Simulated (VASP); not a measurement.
# Bi2Te3 (R3m) in VASP: further runs, part 2 of 2

VASP 6.6.1. Earlier steps stand in the parts before.

## Step 5: Single point, LDA (equal xx and yy strain of -1 %)

The input, INCAR:

```
  PREC = Accurate
  ENCUT = 500
  EDIFF = 1E-6
  ISMEAR = -1
  SIGMA = 0.08
  LREAL = False
  LASPH = True
  NELM = 120
  ALGO = Normal
  ISIF = 2
  LWAVE = False
  LCHARG = True
  GGA = CA
  LELF = True
  LVHAR = True
  NBANDS = 32
  GGA_COMPAT = False
```

The input, KPOINTS:

```
regular mesh
0
Gamma
  8 8 8
```

The input, POSCAR:

```
Bi2Te3
1.0
    2.1864162414      1.2623280055      9.9466700000
   -2.1864162414      1.2623280055      9.9466700000
    0.0000000000     -2.5246560110      9.9466700000
Bi Te
2 3
Direct
    0.8120000000      0.8120000000      0.8120000000
    0.4020000000      0.4020000000      0.4020000000
    0.6110000000      0.6110000000      0.6110000000
    0.2000000000      0.2000000000      0.2000000000
    0.0000000000      0.0000000000      0.0000000000
```

Potentials or basis: VASP PAW LDA potentials, release 64 (Bi_d, Te).

The run is started by

```bash
$ cat potpaw_LDA.64/Bi_d/POTCAR potpaw_LDA.64/Te/POTCAR > POTCAR
$ mpirun -np 1 vasp_std > vasp.out
```

OUTCAR:

```text
PREC = Accurate
   ENCUT = 500
   EDIFF = 1E-6
   ISMEAR = -1
   LREAL = False
   LASPH = True
   NELM = 120
   ISIF = 2
   GGA = CA

 ion  position               nearest neighbor table
   1  0.812  0.812  0.812-   4 3.01   4 3.01   4 3.01   2 3.41   2 3.41   2 3.41
   2  0.402  0.402  0.402-   5 3.25   5 3.25   5 3.25   1 3.41   1 3.41   1 3.41
   3  0.611  0.611  0.611-   5 3.02   5 3.02   5 3.02   4 3.43   4 3.43   4 3.43
   4  0.200  0.200  0.200-   1 3.01   1 3.01   1 3.01   3 3.43   3 3.43   3 3.43
[... 1046 lines left out ...]
  -------------------------------------------------------------------------------------
  Total       -0.4160748     -0.4160748     -1.7990267      0.0000000      0.0000000      0.0000000
  in kB       -4.0471372     -4.0471372    -17.4990373      0.0000000      0.0000000      0.0000000
  external PRESSURE =      -8.5311039 kB  Pullay stress =       0.0000000 kB

 VOLUME and BASIS-vectors are now :
 -----------------------------------------------------------------------------
  energy-cutoff  :      500.00
  volume of cell :      164.72
      direct lattice vectors                 reciprocal lattice vectors
     2.186416241  1.262328005  9.946670000     0.228684726  0.132031188  0.033512053
    -2.186416241  1.262328005  9.946670000    -0.228684726  0.132031188  0.033512053
     0.000000000 -2.524656011  9.946670000     0.000000000 -0.264062377  0.033512053

 POSITION                                       TOTAL-FORCE (eV/Angst)
 -----------------------------------------------------------------------------------
      0.00000      0.00000     24.23009         0.000000      0.000000     -0.873653
      0.00000      0.00000     11.99568         0.000000     -0.000000     -0.439571
      0.00000      0.00000     18.23225         0.000000     -0.000000     -0.732238
      0.00000      0.00000      5.96800         0.000000     -0.000000      0.798422
      0.00000      0.00000      0.00000         0.000000      0.000000      1.247040
 -----------------------------------------------------------------------------------
    total drift:                               -0.000000     -0.000000      0.000620

  FREE ENERGIE OF THE ION-ELECTRON SYSTEM (eV)
  ---------------------------------------------------
  free  energy   TOTEN  =       -20.2774956761 eV

  energy  without entropy=      -20.2441255815  energy(sigma->0) =      -20.26081063
```

OSZICAR:

```text
N       E                     dE             d eps       ncg     rms          rms(c)
DAV:   1     0.430092065896E+03    0.43009E+03   -0.21207E+04  4160   0.142E+03
DAV:   2     0.254294766176E+02   -0.40466E+03   -0.38954E+03  4312   0.375E+02
DAV:   3    -0.183745257449E+02   -0.43804E+02   -0.41870E+02  5296   0.136E+02
DAV:   4    -0.202691756385E+02   -0.18946E+01   -0.18828E+01  4720   0.306E+01
DAV:   5    -0.203584977562E+02   -0.89322E-01   -0.89313E-01  6144   0.656E+00    0.134E+01
DAV:   6    -0.202835541774E+02    0.74944E-01   -0.81782E-02  5024   0.566E+00    0.843E+00
DAV:   7    -0.202796205959E+02    0.39336E-02   -0.80336E-02  5056   0.188E+00    0.703E-01
DAV:   8    -0.202777725636E+02    0.18480E-02   -0.65766E-03  4824   0.685E-01    0.493E-01
DAV:   9    -0.202776155120E+02    0.15705E-03   -0.18523E-03  4664   0.312E-01    0.264E-01
DAV:  10    -0.202774895716E+02    0.12594E-03   -0.43745E-04  5104   0.199E-01    0.699E-02
DAV:  11    -0.202774960856E+02   -0.65139E-05   -0.92643E-05  4952   0.447E-02    0.279E-02
DAV:  12    -0.202774956761E+02    0.40949E-06   -0.59582E-06  4840   0.148E-02
   1 F= -.20277496E+02 E0= -.20260811E+02  d E =-.333701E-01
```

It took 25 min on 1 thread of Intel Xeon Platinum 8488C (Sapphire Rapids), shared host; peak memory 0.81 GiB.

What came out:

```yaml
Free_energy: -20.2775 eV
Pressure: -0.9 GPa
Largest_force: 1.247 eV/Å
Band_gap_on_the_k_mesh: zero (bands 24 and 25 overlap by 0.18 eV)
```

Forces in eV/Å, atoms in the order of the input:
```
Bi   0.000  0.000 -0.874
Bi   0.000  0.000 -0.440
Te   0.000  0.000 -0.732
Te   0.000  0.000  0.798
Te   0.000  0.000  1.247
```

Stress tensor (GPa, compression positive):
```
-0.40  0.00  0.00
 0.00 -0.40  0.00
 0.00  0.00 -1.75
```

Levels at points of the mesh, in eV from the Fermi level:
| k point | band 22 | band 23 | band 24 | band 25 | band 26 | band 27 |
| --- | --- | --- | --- | --- | --- | --- |
| (0.00, 0.00, 0.00) | -0.46 | -0.45 | -0.45 | -0.05 | 0.30 | 0.30 |
| (0.50, 0.00, 0.00) | -2.30 | -0.33 | -0.27 | -0.16 | 0.44 | 2.49 |
| (0.50, 0.50, 0.00) | -1.89 | -1.10 | -0.58 | 0.28 | 1.09 | 1.76 |
| (0.50, 0.50, 0.50) | -0.88 | -0.70 | -0.70 | 0.44 | 0.87 | 0.87 |

Caveat: the cell differs from its parent crystal (equal xx and yy strain of -1 %); spin-orbit coupling is left out, which moves the levels of the heavy elements; forces of over 1 eV/Å act on the atoms, so gaps and moduli don't describe the material at rest.

## Step 6: Overview

```csv
cell,cutoff (eV),gap on the mesh (eV),pressure (GPa),largest force (eV/Å)
"a = 9.980 Å, angles 25.6°, 5 atoms",520,none,-0.3,1.19
"a = 10.172 Å, angles 25.1°, 5 atoms",520,none,-1.3,1.17
"a = 10.250 Å, angles 24.1°, 5 atoms",500,none,1.5,1.44
"a = 10.262 Å, angles 24.6°, 5 atoms",500,none,-0.9,1.25
```

Alike in all rows: task single point; level LDA; potentials or basis VASP PAW LDA potentials, release 64 (Bi_d, Te); no spin polarisation; k mesh 8 × 8 × 8; smearing fermi-dirac 0.08 eV.

Caveats: spin-orbit coupling is left out, which moves the levels of the heavy elements; forces of over 1 eV/Å act on the atoms, so gaps and moduli don't describe the material at rest.

Absolute energies hang on the potentials; compare differences alone.
